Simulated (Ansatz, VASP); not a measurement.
# One calculation of CdSe, two programs

```
Cd Se
1.0
     4.32249    0.00000    0.00000
    -2.16124    3.74338    0.00000
     0.00000    0.00000    7.05766
Cd Se
2 2
Cartesian
  0.0000 2.4956 0.0332
  2.1612 1.2478 3.5620
  0.0000 2.4956 2.6840
  2.1612 1.2478 6.2128
```

Alike in both runs: task relaxation of the atoms; functional PBEsol; k mesh 6 × 6 × 4; no spin polarisation.

```csv
,VASP,Ansatz
version,VASP 6.6.1,Ansatz 0.2.0
potentials or method,"VASP PAW PBE potentials, release 64 (Cd, Se), cutoff 520 eV","all-electron LAPW, scalar-relativistic"
occupations,"gaussian, width 0.01 eV",fixed
```

|  | VASP | Ansatz | Ansatz less VASP |
| --- | --- | --- | --- |
| gap on the k mesh at the Fermi level, each at its own relaxed structure (eV) | 0.51 | 0.51 | 0.000 |

VASP's potentials were made for PBE, not for PBEsol. Ansatz ran all-electron here, and VASP with PAW potentials.

Noted on VASP's run: the relaxation stopped at its first step, so nothing moved.
